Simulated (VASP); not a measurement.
**WC: relaxation of shape and atoms at fixed volume with PBE**

WC:

```xyz
2
Lattice="2.8596 0.0000 0.0000 -1.4298 2.4765 0.0000 0.0000 0.0000 2.7937" Properties=species:S:1:pos:R:3 pbc="T T T"
W     0.0000    0.0000    0.0000
C     1.4298    0.8255    1.3969
```

```json
{
  "Program": "VASP 6.6.1",
  "Task": "relaxation of shape and atoms at fixed volume",
  "Functional": "PBE",
  "Potentials or basis": "VASP PAW PBE potentials, release 64 (W_sv, C)",
  "Cutoff": "600 eV",
  "k mesh": "18 × 18 × 14",
  "Occupations": "gaussian, width 0.1 eV",
  "Spin": "no spin polarisation",
  "Dipole correction": "no",
  "Further INCAR settings": "ALGO = Normal; EDIFF = 1e-06; IBRION = 2; EDIFFG = -0.01; NSW = 50; ISIF = 4"
}
```

```json
{
 "Energy gained by relaxing": "0.2 meV/atom",
 "Ionic steps": "3",
 "Pressure after relaxing": "28.3 GPa",
 "Band gap on the k mesh": "zero (bands 9 and 10 overlap by 1.28 eV)"
}
```

Step by step:
| step | energy change (eV) | largest force (eV/Å) | pressure (GPa) | volume (Å³) |
| --- | --- | --- | --- | --- |
| 1 | 0.0000 | 0.0000 | 28.48 | 19.78 |
| 2 | 0.0004 | 0.0000 | 28.17 | 19.78 |
| 3 | -0.0003 | 0.0000 | 28.34 | 19.78 |

Final structure:
```
W C
1.0
     2.85678    0.00000    0.00000
    -1.42839    2.47405    0.00000
     0.00000    0.00000    2.79920
W C
1 1
Direct
  0.00000 0.00000 0.00000
  0.66667 0.33333 0.50000
```

Levels at points of the mesh, in eV from the Fermi level:
```tsv
k point	band 5	band 6	band 7	band 8	band 9	band 10	band 11	band 12	band 13
(0.00, 0.00, 0.00)	-14.83	-4.61	-3.52	-3.52	0.05	3.45	3.45	5.87	5.87
(0.50, 0.00, 0.00)	-11.32	-7.26	-3.89	-3.81	-0.47	2.47	4.85	5.25	7.12
(0.00, 0.00, 0.50)	-10.53	-8.98	-2.11	-2.11	-0.66	-0.66	3.79	4.66	4.66
(0.50, 0.00, 0.50)	-11.65	-6.77	-4.55	-4.32	0.37	4.77	5.66	7.07	9.69
```

Run time: 85 s on 1 thread of Intel(R) Xeon(R) Platinum 8259CL CPU @ 2.50GHz (Skylake/Cascade Lake) (shared host), peak memory 0.22 GiB.

Caveat: spin-orbit coupling is left out, which moves the levels of the heavy elements.
